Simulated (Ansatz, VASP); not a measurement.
**CoRuC6N6 in VASP and in Ansatz**

```
Co Ru C N
1.0
     0.00000    5.07350    5.07350
     5.07350    0.00000    5.07350
     5.07350    5.07350    0.00000
Co Ru C N
1 1 6 6
Direct
  0.50000 0.50000 0.50000
  0.00000 0.00000 0.00000
  0.81315 0.18685 0.18685
  0.18685 0.81315 0.18685
  0.18685 0.18685 0.81315
  0.18685 0.81315 0.81315
  0.81315 0.18685 0.81315
  0.81315 0.81315 0.18685
  0.69784 0.30216 0.30216
  0.30216 0.69784 0.30216
  0.30216 0.30216 0.69784
  0.30216 0.69784 0.69784
  0.69784 0.30216 0.69784
  0.69784 0.69784 0.30216
```

Alike in both runs: task single point; functional PBE; k mesh 4 × 4 × 4; occupations gaussian, width 0.1 eV; collinear spin.

```csv
,VASP,Ansatz
version,VASP 6.6.1,Ansatz 0.2.0
potentials or method,"VASP PAW PBE potentials, release 64 (Co, Ru_pv, C, N), cutoff 520 eV","scalar-relativistic, plane waves, PAW"
valence electrons in the cell,77,87
```

```tsv
	VASP	Ansatz	Ansatz less VASP
gap on the k mesh at the Fermi level (eV)	none	none	-
pressure (GPa)	3.6	3.3	-0.36
rms of the force components (eV/Å)	1.298	1.363	+0.0650
net moment per atom (μB)	0.07	0.07	0.000
size of the moment on the site where the two differ most (μB)	0.49	0.32	-0.166
```

Site moments also hang on the region over which each program counts them. Atom by atom the forces differ by 0.197 eV/Å (rms over components). A gap of «none» marks a metal or a gap that the smearing closes. The functional is the same, so the differences come from potentials, cutoffs and numerics. VASP's potentials hold 77 valence electrons a cell and Ansatz's 87, so a difference there can come from the potentials and not from the codes.

Noted on VASP's run: the standard files for N, O and F lose accuracy on very short bonds.
